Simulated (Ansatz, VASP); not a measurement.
# Si2C3 in VASP and in Ansatz

```
CELL_PARAMETERS angstrom
3.48222 0.00000 0.00000
0.00000 3.48222 0.00000
0.00000 0.00000 5.19764
ATOMIC_POSITIONS crystal
Si 0.50000 0.00000 0.78861
Si 0.00000 0.50000 0.78861
C 0.00000 0.00000 0.54336
C 0.00000 0.00000 0.28863
C 0.00000 0.00000 0.03391
```

Alike in both runs: functional PBE; k mesh 4 × 4 × 3; occupations gaussian, width 0.2 eV; no spin polarisation.

Ansatz relaxed the structure, and its values are those at the end. VASP's run is a single point on that final structure, the one shown.

```csv
,VASP,Ansatz
version,VASP 6.6.1,Ansatz 0.2.0
potentials or method,"VASP PAW PBE potentials, release 64 (Si, C), cutoff 600 eV","scalar-relativistic, plane waves, PAW"
valence electrons in the cell,20,20
```

|  | VASP | Ansatz | Ansatz less VASP |
| --- | --- | --- | --- |
| gap on the k mesh at the Fermi level (eV) | none | none | - |
| pressure (GPa) | -0.3 | -0.2 | +0.12 |
| rms of the force components (eV/Å) | 0.023 | 0.013 | -0.0096 |

A gap of «none» marks a metal or a gap that the smearing closes.

The k mesh is coarse, so the values compare programs but aren't converged.
